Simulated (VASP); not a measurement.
Runs of VASP 6.6.1 on ZnS. The structure is that of space group Cm (No. 8), or close to it. The cells are those of the table. 

```csv
cell,gap on the mesh (eV),pressure (GPa),largest force (eV/Å)
"a = 3.847, b = 3.847, c = 12.700 Å, angles 83.5, 83.5, 60.0°, 8 atoms",1.52,-0.5,0.54
"a = 3.847, b = 3.847, c = 13.993 Å, angles 67.8, 67.8, 60.0°, 8 atoms",1.91,0.0,0.47
"a = 3.847, b = 3.847, c = 13.176 Å, angles 75.2, 75.2, 60.0°, 8 atoms",1.19,-0.1,0.46
"a = 3.847, b = 3.847, c = 12.893 Å, angles 79.3, 79.3, 60.0°, 8 atoms",(b),-0.5,0.43
"a = 3.847, b = 3.847, c = 13.024 Å, angles 77.2, 77.2, 60.0°, 8 atoms",(a),(c),0.46
"a = 3.847, b = 3.847, c = 13.546 Å, angles 71.4, 71.4, 60.0°, 8 atoms",1.26,-0.1,0.75
```

Alike in all rows: task single point; level PBE; potentials or basis VASP PAW PBE potentials, release 64 (Zn, S); no spin polarisation; k mesh 8 × 8 × 2; cutoff (eV) 520; smearing gaussian 0.05 eV.

**Question.** Fill in the values left out.

**Answer.** (a) 1.36; (b) 1.44; (c) -0.3.

A k mesh can miss the band edges.
